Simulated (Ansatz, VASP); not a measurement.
# MnSb: VASP beside Ansatz

```
Mn Sb
1.0
     0.00000    2.97015    2.97015
     2.97015    0.00000    2.97015
     2.97015    2.97015    0.00000
Mn Sb
1 1
Direct
  0.00000 0.00000 0.00000
  0.50000 0.50000 0.50000
```

Change from the starting cell: volume scaled by 1.2, no spin polarisation, PAW files.

Alike in both runs: task single point; functional PBE; k mesh 12 × 12 × 12; occupations fermi-dirac, width 0.08 eV; no spin polarisation.

```csv
,VASP,Ansatz
version,VASP 6.6.1,Ansatz 0.2.0
potentials or method,"VASP PAW PBE potentials, release 64 (Mn_pv, Sb)","PAW with Ansatz's default frozen-core files, scalar-relativistic"
plane-wave cutoff (eV),520,420
valence electrons in the cell,18,30
```

|  | VASP | Ansatz | Ansatz less VASP |
| --- | --- | --- | --- |
| pressure (GPa) | -17.3 | -17.3 | -0.03 |

VASP's potentials hold 18 valence electrons a cell and Ansatz's 30, so a difference there can come from the potentials and not from the codes.

Spin-orbit coupling is off throughout.
